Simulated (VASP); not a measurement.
Input of a VASP 6.6.1 run:

The input INCAR:

```
SYSTEM = MoS2
  ALGO = Normal
  EDIFF = 1E-6
  ENCUT = 520
  GGA = PS
  ISIF = 2
  ISMEAR = 0
  LASPH = .True.
  LCHARG = .True.
  LELF = .True.
  LREAL = .False.
  LVHAR = .True.
  LWAVE = .False.
  NBANDS = 20
  NELM = 60
  PREC = Accurate
  SIGMA = 0.15
```

KPOINTS

```
k-points
0
Gamma
  18 18 10
  0 0 0
```

Contents of POSCAR:

```
MoS2
1.0
    3.3160456812      0.0000000000      0.0000000000
   -1.6580228406      2.8717798001      0.0000000000
    0.0000000000      0.0000000000      5.4958083947
Mo S
1 2
Direct
    0.0000000000      0.0000000000      0.5000000000
    0.3333333333      0.6666666667      0.2410625189
    0.6666666667      0.3333333333      0.7589374811
```

Potentials or basis: VASP PAW PBE potentials, release 64 (Mo_sv, S).

The run is started by

```bash
$ cat potpaw_PBE.64/Mo_sv/POTCAR potpaw_PBE.64/S/POTCAR > POTCAR
$ mpirun -np 1 vasp_std > vasp.out
```

(1) What does it give for the pressure?

(2) Predict the band gap on the k mesh.

(3) What does it give for the largest force?

Results:

(1) 1.5 GPa.

(2) zero (bands 13 and 14 overlap by 0.94 eV).

(3) 1.053 eV/Å.

Caveat: the stress differs along the axes, from -2 to 9 GPa; the PAW data sets were made with another functional, which shifts forces and pressure a little.
